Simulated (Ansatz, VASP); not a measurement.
# Two plane-wave programs on InSb3

```xyz
4
Lattice="4.7176 0.1685 0.1685 0.1685 4.7176 0.1685 0.1685 0.1685 4.7176" Properties=species:S:1:pos:R:3 pbc="T T T"
In    0.0000    0.0000    0.0000
Sb    2.4430    0.1685    2.4430
Sb    0.1685    2.4430    2.4430
Sb    2.4430    2.4430    0.1685
```

Change from the starting cell: equal engineering shear yz, xz and xy +0.0700, equal normal strain along x, y and z -0.0200.

Alike in both runs: task single point; functional PBE; k mesh 8 × 8 × 8; occupations gaussian, width 0.15 eV; no spin polarisation.

```csv
,VASP,Ansatz
version,VASP 6.6.1,Ansatz 0.2.0
potentials or method,"VASP PAW PBE potentials, release 64 (In_d, Sb), cutoff 520 eV","scalar-relativistic, plane waves, PAW"
valence electrons in the cell,28,58
```

Ansatz gave:

```
gap on the k mesh at the Fermi level (eV)                     : none
pressure (GPa)                                                : 4.4
traceless stress, the component that is largest in VASP (GPa) : -1.56
```

Problem. Estimate VASP's values.

Solution. gap on the k mesh at the Fermi level (eV): none; pressure (GPa): 4.3; traceless stress, the component that is largest in VASP (GPa): -1.57.

A gap of «none» marks a metal or a gap that the smearing closes. VASP's potentials hold 28 valence electrons a cell and Ansatz's 58, so a difference there can come from the potentials and not from the codes.

Spin-orbit coupling is off throughout.
